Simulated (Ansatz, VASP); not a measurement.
One calculation of Rb, two programs

File INCAR:

```
SYSTEM = Rb
PREC     = Accurate       ! precision mode
ENCUT    = 520            ! plane-wave cutoff, eV
EDIFF    = 1E-6           ! SCF threshold, eV
ISMEAR   = -1             ! smearing method
SIGMA    = 0.08           ! smearing width, eV
LREAL    = .False.        ! projectors in reciprocal space
LASPH    = .True.         ! aspherical terms in the spheres
NELM     = 80             ! most SCF steps
ALGO     = Normal         ! electronic algorithm
ISIF     = 2              ! what is computed and relaxed
LWAVE    = .False.        ! write WAVECAR
LCHARG   = .False.        ! write CHGCAR
GGA      = PE             ! functional
NBANDS   = 10             ! bands
```

Contents of KPOINTS:

```
regular mesh
0
Gamma
  10 10 10
  0 0 0
```

File POSCAR:

```
Rb
1.0
    4.5936294374      0.0000000000      0.0000000000
    0.0000000000      4.5936294374      0.0000000000
    0.0000000000      0.0000000000      4.5936294374
Rb
1
Direct
    0.0000000000      0.0000000000      0.0000000000
```

Input for Ansatz:

```yaml
crystal:
  lattice:
    - [4.5936294374, 0.0, 0.0]
    - [0.0, 4.5936294374, 0.0]
    - [0.0, 0.0, 4.5936294374]
  atoms:
    - { symbol: Rb, position: [0.0, 0.0, 0.0] }
kpoints:
  mp_grid: { grid: [10, 10, 10] }
scf:
  occupations: { method: fermi_dirac, width: 0.08 }
hamiltonian:
  xc: pbe
  pseudopotentials: { kind: all_electron, lapw: { basis_error: 0.0005 } }
output:
  forces: true
  stress: true
  eigenvalues: true
```

Change from the starting cell: volume scaled by 0.98.

Alike in both runs: task single point; functional PBE; k mesh 10 × 10 × 10; occupations fermi-dirac, width 0.08 eV; no spin polarisation.

```csv
,VASP,Ansatz
version,VASP 6.6.1,Ansatz 0.2.0
potentials or method,"VASP PAW PBE potentials, release 64 (Rb_sv), cutoff 520 eV","all-electron LAPW, scalar-relativistic"
```

|  | VASP | Ansatz | Ansatz less VASP |
| --- | --- | --- | --- |
| pressure (GPa) | 0.0 | 0.0 | 0.00 |

Ansatz ran all-electron here, and VASP with PAW potentials.
